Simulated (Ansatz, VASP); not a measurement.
## SnSe in VASP and in Ansatz

INCAR

```
PREC = Accurate
ENCUT = 520
EDIFF = 1E-7
ISMEAR = -1
SIGMA = 0.08
LREAL = F
LASPH = T
NELM = 100
ALGO = Normal
ISIF = 2
LWAVE = F
LCHARG = T
GGA = PS
LELF = T
LVHAR = T
NBANDS = 17
```

Contents of KPOINTS:

```
regular mesh
0
Gamma
  12 12 12
```

POSCAR

```
SnSe
1.0
    0.0000000000      3.1869872263      3.1869872263
    3.1869872263      0.0000000000      3.1869872263
    3.1869872263      3.1869872263      0.0000000000
Sn Se
1 1
Direct
    0.0000000000      0.0000000000      0.0000000000
    0.2500000000      0.2500000000      0.2500000000
```

Input for Ansatz:

```yaml
crystal:
  lattice:
    - [0.0, 3.1869872263, 3.1869872263]
    - [3.1869872263, 0.0, 3.1869872263]
    - [3.1869872263, 3.1869872263, 0.0]
  atoms:
    - { symbol: Sn, position: [0.0, 0.0, 0.0] }
    - { symbol: Se, position: [0.25, 0.25, 0.25] }
kpoints:
  mp_grid: { grid: [12, 12, 12] }
scf:
  occupations: { method: fermi_dirac, width: 0.08 }
hamiltonian:
  xc: pbesol
  pseudopotentials: { kind: all_electron, lapw: { basis_error: 0.001 } }
output:
  forces: true
  stress: true
  eigenvalues: true
  populations: true
```

Change from the starting cell: volume scaled by 0.88, LAPW.

Alike in both runs: task single point; functional PBEsol; k mesh 12 × 12 × 12; occupations fermi-dirac, width 0.08 eV; no spin polarisation.

|  | VASP | Ansatz |
| --- | --- | --- |
| version | VASP 6.6.1 | Ansatz 0.2.0 |
| potentials or method | VASP PAW PBE potentials, release 64 (Sn_d, Se), cutoff 520 eV | all-electron LAPW, scalar-relativistic |

|  | VASP | Ansatz | Ansatz less VASP |
| --- | --- | --- | --- |
| pressure (GPa) | 5.1 | 5.1 | -0.02 |

VASP's potentials were made for PBE, not for PBEsol. Ansatz ran all-electron here, and VASP with PAW potentials.
